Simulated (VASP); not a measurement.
Input of a VASP 6.6.1 run:

POSCAR

```
Pd
1.0
    0.0000000000      1.9567730079      1.9567730079
    1.9567730079      0.0000000000      1.9567730079
    1.9567730079      1.9567730079      0.0000000000
Pd
1
Direct
    0.0000000000      0.0000000000      0.0000000000
```

The input INCAR.step1:

```
PREC = Accurate
ENCUT = 520
ISMEAR = 0
SIGMA = 0.6
LREAL = False
LASPH = True
NELM = 150
ISPIN = 2
MAGMOM = 0.436
LMAXMIX = 4
NBANDS = 15
GGA = PE
ALGO = Normal
EDIFF = 1E-4
LWAVE = True
LCHARG = False
```

The input INCAR.step2:

```
PREC = Accurate
ENCUT = 520
EDIFF = 1E-6
ISMEAR = 0
SIGMA = 0.6
LREAL = False
LASPH = True
NELM = 150
ALGO = Normal
ISIF = 2
LWAVE = False
LCHARG = False
ISPIN = 2
MAGMOM = 0.436
LORBIT = 11
LMAXMIX = 4
METAGGA = R2SCAN
LMIXTAU = True
NBANDS = 15
ISTART = 1
```

The input KPOINTS:

```
regular mesh
0
Gamma
  14 14 14
```

Potentials or basis: VASP PAW PBE potentials, release 64 (Pd).

Run with:

```console
$ cat potpaw_PBE.64/Pd/POTCAR > POTCAR
$ cp INCAR.step1 INCAR
$ mpirun -np 1 vasp_std > vasp.out
$ cp INCAR.step2 INCAR
$ mpirun -np 1 vasp_std > vasp.out
```

(1) Predict the net moment.

(2) Estimate the pressure.

(3) What does it give for the band gap on the k mesh?

Answers

(1) 0.00 μB per cell.

(2) 1.1 GPa.

(3) zero (filled and empty bands overlap).

Caveat: the PAW data sets were made with another functional, which shifts forces and pressure a little.
